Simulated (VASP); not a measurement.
# Rb (Fm-3m) in VASP: single point with LDA

Aim: the single point of Rb with LDA.

Everything below comes from runs of VASP 6.6.1. Logs are shortened: lines on timing, memory, paths and dates and some standing lists are left out, and cuts for length are marked.

### 1 The cell of the first run

It takes space group Fm-3m (No. 225, cubic). Conventional cell: a = 6.854 Å, b = 6.854 Å, c = 6.854 Å, α = 90.00°, β = 90.00°, γ = 90.00°.

### 2 Single point, LDA

Contents of INCAR:

```
SYSTEM = Rb
PREC = Accurate
ENCUT = 520
EDIFF = 1E-6
ISMEAR = -1
SIGMA = 0.1
LREAL = .False.
LASPH = .True.
NELM = 100
ALGO = Normal
ISIF = 2
LWAVE = .False.
LCHARG = .False.
NBANDS = 10
```

Contents of KPOINTS:

```
regular mesh
0
Gamma
  6 6 6
  0 0 0
```

Contents of POSCAR:

```
Rb
1.0
    0.0000000000      3.4270000000      3.4270000000
    3.4270000000      0.0000000000      3.4270000000
    3.4270000000      3.4270000000      0.0000000000
Rb
1
Direct
    0.0000000000      0.0000000000      0.0000000000
```

Potentials or basis: VASP PAW LDA potentials, release 64 (Rb_sv).

The run is started by

```console
cat potpaw_LDA.64/Rb_sv/POTCAR > POTCAR
mpirun -np 1 vasp_std > vasp.out
```

OUTCAR:

```text
SYSTEM = Rb
   PREC = Accurate
   ENCUT = 520
   EDIFF = 1E-6
   ISMEAR = -1
   LREAL = .False.
   LASPH = .True.
   NELM = 100
   ISIF = 2

 ion  position               nearest neighbor table
   1  0.000  0.000  0.000-

  LATTYP: Found a face centered cubic cell.
 ALAT       =     6.8540000000

  Lattice vectors:

 A1 = (   0.0000000000,   3.4270000000,   3.4270000000)
 A2 = (   3.4270000000,   0.0000000000,   3.4270000000)
 A3 = (   3.4270000000,   3.4270000000,   0.0000000000)

Analysis of symmetry for initial positions (statically):
=====================================================================
 Subroutine PRICEL returns:
 Original cell was already a primitive cell.

 Routine SETGRP: Setting up the symmetry group for a
 face centered cubic supercell.

 Subroutine GETGRP returns: Found 48 space group operations
 (whereof 48 operations were pure point group operations)
 out of a pool of 48 trial point group operations.

The static configuration has the point symmetry O_h .

Analysis of symmetry for dynamics (positions and initial velocities):
=====================================================================
 Subroutine PRICEL returns:
 Original cell was already a primitive cell.

 Routine SETGRP: Setting up the symmetry group for a
 face centered cubic supercell.

 Subroutine GETGRP returns: Found 48 space group operations
 (whereof 48 operations were pure point group operations)
 out of a pool of 48 trial point group operations.

The dynamic configuration has the point symmetry O_h .

 Subroutine INISYM returns: Found 48 space group operations
 (whereof 48 operations are pure point group operations),
 and found     1 'primitive' translations

----------------------------------------------------------------------------------------

                                     Primitive cell

  volume of cell :      80.4956

  direct lattice vectors                    reciprocal lattice vectors
     0.000000000  3.427000000  3.427000000    -0.145900204  0.145900204  0.145900204
     3.427000000  0.000000000  3.427000000     0.145900204 -0.145900204  0.145900204
     3.427000000  3.427000000  0.000000000     0.145900204  0.145900204 -0.145900204

  length of vectors
     4.846509878  4.846509878  4.846509878     0.252706567  0.252706567  0.252706567

[... 69 lines left out ...]
   EDIFF  = 0.1E-05   stopping-criterion for ELM
   LREAL  =      F    real-space projection
   EDIFFG = 0.1E-04   stopping-criterion for IOM
   NSW    =      0    number of steps for IOM
   IBRION =     -1    ionic relax: 0-MD 1-quasi-New 2-CG
   NFREE  =      0    steps in history (QN), initial steepest desc. (CG)
   ISIF   =      2    stress and relaxation
   ISYM   =      2    0-nonsym 1-usesym 2-fastsym
   POTIM  = 0.5000    time-step for ionic-motion
   TEBEG  =    0.0;   TEEND  =   0.0 temperature during run
   PSTRESS=    0.0 pullay stress
   NELECT =       9.0000    total number of electrons
   NUPDOWN=      -1.0000    fix difference up-down
   EMIN   =  10.00;   EMAX   =-10.00  energy-range for DOS
   EFERMI =   0.00;   METHOD = LEGACY
   ISMEAR =    -1;   SIGMA  =   0.10  broadening in eV -4-tet -1-fermi 0-gaus
   EFERMI_NEDOS =   21; number of points for ismear=-14 and -15
   IALGO  =     38    algorithm
   IMIX   =      4    mixing-type and parameters
     AMIX     =   0.40;   BMIX     =  1.00
     AMIX_MAG =   1.60;   BMIX_MAG =  1.00
  volume/ion in A,a.u.               =      80.50       543.21
  Fermi-wavevector in a.u.,A,eV,Ry     =   0.788675  1.490380  8.462942  0.622009
  Thomas-Fermi vector in A             =   1.893664
   LORBIT       =      0    0 simple, 1 ext, 2 COOP (PROOUT), +10 PAW based schemes
   GGA     = CA    functional components
   LHFCALC =     F    Hartree Fock is set to
   AEXX    =    0.0000 exact exchange contribution
   IVDW    =     0    specifies the selected vdW correction
   LEPSILON=     F    determine dielectric tensor
   LRPA    =     F    only Hartree local field effects (RPA)
 non-spin polarized calculation
  energy-cutoff  :      520.00
  volume of cell :       80.50
 maximum number of plane-waves:      2200
   NGX = 17   NGY = 17   NGZ = 17

 number of electron       9.0000000 magnetization

 Free energy of the ion-electron system (eV)
  ---------------------------------------------------
  ext. energy  EPLUGINS =         0.00000000
  ---------------------------------------------------
  free energy    TOTEN  =        -1.06645867 eV

  energy without entropy =       -1.03143617  energy(sigma->0) =       -1.04894742

 E-fermi :   0.0373     XC(G=0):  -5.9983

 val. band max:       -0.0535515382   @ k =   0.5000   0.3333   0.1667
 cond. band min:       0.1347542083   @ k =   0.5000   0.0000   0.0000
 fundamental gap:      0.1883057464
 Fermi energy:         0.0372823457

 k-point     1 :       0.0000    0.0000    0.0000
  band No.  band energies     occupation
      1     -28.6561      2.00000
      2     -12.7427      2.00000
      3     -12.7427      2.00000
      4     -12.7427      2.00000
      5      -2.0818      2.00000
      6       3.6838      0.00000
      7       3.6838      0.00000
      8       3.6838      0.00000
      9       5.1204      0.00000
     10       5.1204      0.00000
[... 183 lines left out ...]
 k-point    16 :      -0.3333    0.5000    0.1667
  band No.  band energies     occupation
      1     -28.6466      2.00000
      2     -12.8612      2.00000
      3     -12.8181      2.00000
      4     -12.7976      2.00000
      5       1.0280      0.00010
      6       1.6813      0.00000
      7       1.7418      0.00000
      8       3.1593      0.00000
      9       5.4472      0.00000
     10       5.9076      0.00000

------------------------ aborting loop because EDIFF is reached ----------------------------------------

  FORCE on cell =-STRESS in cart. coord.  units (eV):
  Direction    XX          YY          ZZ          XY          YZ          ZX
  --------------------------------------------------------------------------------------
  -------------------------------------------------------------------------------------
  Total       -0.0416927     -0.0416927     -0.0416927     -0.0000000      0.0000000     -0.0000000
  in kB       -0.8298465     -0.8298465     -0.8298465     -0.0000000      0.0000000     -0.0000000
  external PRESSURE =      -0.8298465 kB  Pullay stress =       0.0000000 kB

 VOLUME and BASIS-vectors are now :
 -----------------------------------------------------------------------------
  energy-cutoff  :      520.00
  volume of cell :       80.50
      direct lattice vectors                 reciprocal lattice vectors
     0.000000000  3.427000000  3.427000000    -0.145900204  0.145900204  0.145900204
     3.427000000  0.000000000  3.427000000     0.145900204 -0.145900204  0.145900204
     3.427000000  3.427000000  0.000000000     0.145900204  0.145900204 -0.145900204

 POSITION                                       TOTAL-FORCE (eV/Angst)
 -----------------------------------------------------------------------------------
      0.00000      0.00000      0.00000        -0.000000      0.000000      0.000000
 -----------------------------------------------------------------------------------
    total drift:                               -0.000000      0.000000      0.000000

  FREE ENERGIE OF THE ION-ELECTRON SYSTEM (eV)
  ---------------------------------------------------
  free  energy   TOTEN  =        -1.0664586706 eV

  energy  without entropy=       -1.0314361691  energy(sigma->0) =       -1.04894742
```

OSZICAR:

```text
N       E                     dE             d eps       ncg     rms          rms(c)
DAV:   1     0.388588967574E+02    0.38859E+02   -0.32089E+03   320   0.649E+02
DAV:   2     0.149096748328E+01   -0.37368E+02   -0.36478E+02   358   0.127E+02
DAV:   3    -0.892858985290E+00   -0.23838E+01   -0.23729E+01   410   0.305E+01
DAV:   4    -0.106518424609E+01   -0.17233E+00   -0.17167E+00   452   0.687E+00
DAV:   5    -0.106788883033E+01   -0.27046E-02   -0.27043E-02   418   0.884E-01    0.144E+00
DAV:   6    -0.106672551413E+01    0.11633E-02   -0.25435E-03   442   0.274E-01    0.872E-01
DAV:   7    -0.106643356652E+01    0.29195E-03   -0.29918E-03   404   0.288E-01    0.553E-02
DAV:   8    -0.106645285713E+01   -0.19291E-04   -0.14293E-04   400   0.839E-02    0.163E-02
DAV:   9    -0.106645857646E+01   -0.57193E-05   -0.12692E-05   412   0.260E-02    0.536E-03
DAV:  10    -0.106645867059E+01   -0.94133E-07   -0.38059E-06   412   0.108E-02
   1 F= -.10664587E+01 E0= -.10489474E+01  d E =-.350225E-01
```

It took 4.4 s on 1 thread of Intel Xeon 6975P-C (Granite Rapids), shared host; peak memory 0.16 GiB.

Results:

```yaml
Free_energy: -1.0665 eV
Pressure: -0.1 GPa
```
